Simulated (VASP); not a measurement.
Crystal: ZnS.

```
CELL_PARAMETERS angstrom
0.00000 2.66548 2.66548
2.66548 0.00000 2.66548
2.66548 2.66548 0.00000
ATOMIC_POSITIONS crystal
Zn 0.75000 0.75000 0.75000
S 0.00000 0.00000 0.00000
```

Base run:

- Program: VASP 6.6.1
- Functional: PBEsol-based global hybrid with 25 % exact exchange
- Potentials or basis: VASP PAW PBE potentials, release 64 (Zn, S)
- Cutoff: 520 eV
- k mesh: 5 × 5 × 5
- Occupations: fermi-dirac, width 0.05 eV
- Spin: no spin polarisation

Its results: band gap on the k mesh 4.10 eV; pressure 1.5 GPa.

Task: The run is repeated on the same cell with these changes: functional from PBEsol-based global hybrid with 25 % exact exchange to PBE-based screened hybrid with 25 % exact exchange. What comes out?

Result: Band gap on the k mesh 3.32 eV; pressure 4.7 GPa.

Caveats: the PAW data sets were made with another functional, which shifts forces and pressure a little; the cell stands under pressure (at least some runs).

